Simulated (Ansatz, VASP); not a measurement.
## One calculation of HgTe, two programs

```
CELL_PARAMETERS angstrom
-2.79909 2.79909 1.64268
2.79909 -2.79909 1.64268
2.79909 2.79909 -1.64268
ATOMIC_POSITIONS crystal
Hg 0.25000 0.75000 0.50000
Te 0.00000 0.00000 0.00000
```

Alike in both runs: functional PBEsol; dispersion D3(BJ); k mesh 6 × 6 × 6; occupations fermi-dirac, width 0.05 eV; no spin polarisation.

Ansatz relaxed the structure, and its values are those at the end. VASP's run is a single point on that final structure, the one shown.

|  | VASP | Ansatz |
| --- | --- | --- |
| version | VASP 6.6.1 | Ansatz 0.2.0 |
| potentials or method | VASP PAW PBE potentials, release 64 (Hg, Te) | plane waves, PAW |
| plane-wave cutoff (eV) | 520 | 420 |
| valence electrons in the cell | 18 | 36 |

```tsv
	VASP	Ansatz	Ansatz less VASP
pressure (GPa)	0.2	0.0	-0.22
```

VASP's potentials were made for PBE, not for PBEsol. VASP's potentials hold 18 valence electrons a cell and Ansatz's 36, so a difference there can come from the potentials and not from the codes.

The k mesh is coarse, so the values compare programs but aren't converged. Neither program's run includes spin-orbit coupling.
